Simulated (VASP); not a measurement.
# HfO2 (Fm-3m) in VASP: further runs, part 2 of 2

VASP 6.6.1. The steps go on from the part before.

## (4) Single point, LDA

This run uses another cell than the first one, of 12.49 Å³/atom, 1.077 times its volume.

The input, INCAR:

```
SYSTEM = HfO2
PREC     = Accurate       ! precision mode
ENCUT    = 520            ! plane-wave cutoff, eV
EDIFF    = 1E-7           ! SCF threshold, eV
ISMEAR   = -1             ! smearing method
SIGMA    = 0.1            ! smearing width, eV
LREAL    = .FALSE.        ! projectors in reciprocal space
LASPH    = .TRUE.         ! aspherical terms in the spheres
NELM     = 100            ! most SCF steps
ALGO     = Normal         ! electronic algorithm
ISIF     = 2              ! what is computed and relaxed
LWAVE    = .FALSE.        ! write WAVECAR
LCHARG   = .FALSE.        ! write CHGCAR
GGA      = CA             ! functional
NBANDS   = 18             ! bands
```

The input, KPOINTS:

```
regular mesh
0
G
  8 8 8
  0 0 0
```

The input, POSCAR:

```
HfO2
1.0
    0.0000000000      2.6559607331      2.6559607331
    2.6559607331      0.0000000000      2.6559607331
    2.6559607331      2.6559607331      0.0000000000
Hf O
1 2
Direct
    0.0000000000      0.0000000000      0.0000000000
    0.2500000000      0.2500000000      0.2500000000
    0.7500000000      0.7500000000      0.7500000000
```

Potentials or basis: VASP PAW LDA potentials, release 64 (Hf_pv, O).

Launch:

```bash
$ cat potpaw_LDA.64/Hf_pv/POTCAR potpaw_LDA.64/O/POTCAR > POTCAR
$ mpirun -np 1 vasp_std > vasp.out
```

OUTCAR:

```text
SYSTEM = HfO2
   PREC = Accurate
   ENCUT = 520
   EDIFF = 1E-7
   ISMEAR = -1
   LREAL = .FALSE.
   LASPH = .TRUE.
   NELM = 100
   ISIF = 2
   GGA = CA

 ion  position               nearest neighbor table
   1  0.000  0.000  0.000-   3 2.30   3 2.30   3 2.30   2 2.30   3 2.30   2 2.30   2 2.30   2 2.30

   2  0.250  0.250  0.250-   1 2.30   1 2.30   1 2.30   1 2.30
   3  0.750  0.750  0.750-   1 2.30   1 2.30   1 2.30   1 2.30

  LATTYP: Found a face centered cubic cell.
 ALAT       =     5.3119214662

  Lattice vectors:

 A1 = (   0.0000000000,   2.6559607331,   2.6559607331)
[... 675 lines left out ...]
      6      -1.3479      2.00000
[... 10 lines left out ...]
     17      12.7956      0.00000
     18      13.7444      0.00000

 [... further k-points ...]
[... 5 lines left out ...]
  --------------------------------------------------------------------------------------
  -------------------------------------------------------------------------------------
  Total       -8.6244019     -8.6244019     -8.6244019      0.0000000     -0.0000000      0.0000000
  in kB     -368.7606949   -368.7606949   -368.7606949      0.0000000     -0.0000000      0.0000000
  external PRESSURE =    -368.7606949 kB  Pullay stress =       0.0000000 kB

 VOLUME and BASIS-vectors are now :
 -----------------------------------------------------------------------------
  energy-cutoff  :      520.00
  volume of cell :       37.47
      direct lattice vectors                 reciprocal lattice vectors
     0.000000000  2.655960733  2.655960733    -0.188255795  0.188255795  0.188255795
     2.655960733  0.000000000  2.655960733     0.188255795 -0.188255795  0.188255795
     2.655960733  2.655960733  0.000000000     0.188255795  0.188255795 -0.188255795

 POSITION                                       TOTAL-FORCE (eV/Angst)
 -----------------------------------------------------------------------------------
      0.00000      0.00000      0.00000         0.000000      0.000000      0.000000
      1.32798      1.32798      1.32798         0.000000      0.000000      0.000000
      3.98394      3.98394      3.98394        -0.000000     -0.000000     -0.000000
 -----------------------------------------------------------------------------------
    total drift:                                0.000000      0.000000      0.000000

  FREE ENERGIE OF THE ION-ELECTRON SYSTEM (eV)
  ---------------------------------------------------
  free  energy   TOTEN  =       -32.1861192508 eV

  energy  without entropy=      -32.1861192351  energy(sigma->0) =      -32.18611924
```

OSZICAR:

```text
N       E                     dE             d eps       ncg     rms          rms(c)
DAV:   1     0.926004531815E+02    0.92600E+02   -0.12461E+04  1052   0.118E+03
DAV:   2    -0.336498534972E+02   -0.12625E+03   -0.12211E+03  1340   0.282E+02
DAV:   3    -0.381385720654E+02   -0.44887E+01   -0.44721E+01  1212   0.476E+01
DAV:   4    -0.381662986678E+02   -0.27727E-01   -0.27721E-01  1280   0.428E+00
DAV:   5    -0.381664902173E+02   -0.19155E-03   -0.19155E-03  1208   0.328E-01    0.370E+01
DAV:   6    -0.325688508869E+02    0.55976E+01   -0.22736E+01  1062   0.308E+01    0.352E+01
DAV:   7    -0.323041704012E+02    0.26468E+00   -0.96598E-01  1160   0.749E+00    0.264E+01
DAV:   8    -0.322507559799E+02    0.53414E-01   -0.76226E-01  1124   0.685E+00    0.111E+01
DAV:   9    -0.321862677069E+02    0.64488E-01   -0.15995E-01  1116   0.313E+00    0.319E+00
DAV:  10    -0.321861856184E+02    0.82088E-04   -0.40617E-03  1222   0.450E-01    0.147E-01
DAV:  11    -0.321861187265E+02    0.66892E-04   -0.21603E-04  1186   0.113E-01    0.194E-01
DAV:  12    -0.321861194821E+02   -0.75561E-06   -0.15419E-05  1342   0.267E-02    0.167E-02
DAV:  13    -0.321861192383E+02    0.24376E-06   -0.14822E-06  1130   0.776E-03    0.130E-03
DAV:  14    -0.321861192508E+02   -0.12506E-07   -0.11933E-07   702   0.236E-03
   1 F= -.32186119E+02 E0= -.32186119E+02  d E =-.157395E-07
```

Wall time 24 s (1 thread of Intel Xeon 8259CL, shared host); peak memory 0.15 GiB.

What came out:

- Free energy: -32.1861 eV
- Pressure: -36.9 GPa
- Band gap on the k mesh: 3.22 eV, direct

Levels at points of the mesh, in eV from the valence-band top:
```csv
k point,band 8,band 9,band 10,band 11,band 12,band 13,band 14,band 15
"(0.00, 0.00, 0.00)",-4.60,-0.55,-0.55,-0.55,3.33,3.33,4.59,8.71
"(0.50, 0.00, 0.00)",-2.87,-2.45,-1.67,-1.67,3.91,3.91,5.69,7.89
"(0.50, 0.50, 0.00)",-3.15,-1.33,-1.33,0.00,3.22,4.60,5.39,6.90
```

Caveat: spin-orbit coupling is left out, which moves the levels of the heavy elements. A k mesh can miss the band edges.

## (5) The runs side by side

| cell | gap on the mesh (eV) | pressure (GPa) |
| --- | --- | --- |
| a = 3.664 Å, angles 60.0°, 3 atoms | 3.42 | -26.6 |
| a = 3.711 Å, angles 60.0°, 3 atoms | 3.32 | -32.3 |
| a = 3.756 Å, angles 60.0°, 3 atoms | 3.22 | -36.9 |

Alike in all rows: task single point; level LDA; potentials or basis VASP PAW LDA potentials, release 64 (Hf_pv, O); no spin polarisation; k mesh 8 × 8 × 8; cutoff (eV) 520; smearing fermi-dirac 0.1 eV.

Caveats: spin-orbit coupling is left out, which moves the levels of the heavy elements.

Absolute energies hang on the potentials; compare differences alone.
